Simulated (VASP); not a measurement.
**Ni: single point with RPBE**

The system is Ni.

```
Ni
1.0
    -1.45087    1.45087    1.45087
     1.45087   -1.45087    1.45087
     1.45087    1.45087   -1.45087
Ni
1
Direct
  0.00000 0.00000 0.00000
```

This isn't the form of Ni at room conditions, which is fcc.

* Program: VASP 6.6.1
* Task: single point
* Functional: RPBE
* Potentials or basis: VASP PAW PBE potentials, release 64 (Ni)
* Cutoff: 520 eV
* k mesh: 18 × 18 × 18
* Occupations: fermi-dirac, width 0.05 eV
* Spin: collinear spin, ferromagnetic start
* Starting moments: [0.612] μB
* Dipole correction: no
* Further INCAR settings: ALGO = Normal; EDIFF = 1e-07; NBANDS = 15

```
Pressure                                              : -10.7 GPa
Net moment                                            : 0.60 μB per cell
Site moments                                          : Ni +0.62 μB
Valence electrons inside the program's atomic spheres : Ni 9.13
```

Levels at points of the mesh, in eV from the Fermi level:
Spin up:
```
           k point  band 3  band 4  band 5  band 6  band 7  band 8
(0.00, 0.00, 0.00)   -2.08   -2.08   -0.86   -0.86   25.20   25.20
(0.50, 0.00, 0.00)   -0.95   -0.74   -0.22    0.42    5.64   18.05
(0.50, 0.50, 0.50)   -0.40   -0.40   -0.40    9.12    9.12    9.12
```
Spin down:
| k point | band 1 | band 2 | band 3 | band 4 | band 5 | band 6 | band 7 | band 8 | band 9 | band 10 |
| --- | --- | --- | --- | --- | --- | --- | --- | --- | --- | --- |
| (0.00, 0.00, 0.00) | -8.18 | -1.33 | -1.33 | -1.33 | -0.33 | -0.33 | 25.03 | 25.03 | 25.03 | 29.25 |
| (0.50, 0.00, 0.00) | -3.65 | -2.15 | -0.34 | -0.20 | 0.34 | 0.63 | 5.99 | 17.94 | 18.52 | 22.20 |
| (0.50, 0.50, 0.50) | -3.25 | -3.25 | 0.44 | 0.44 | 0.44 | 9.11 | 9.11 | 9.11 | 14.58 | 14.58 |

It took 2.1 min on 1 thread of Intel Xeon 8259CL, with other jobs on the host, peak memory 0.17 GiB.

Caveat: the cell stands under tension; the PAW data sets were made with another functional, which shifts forces and pressure a little.
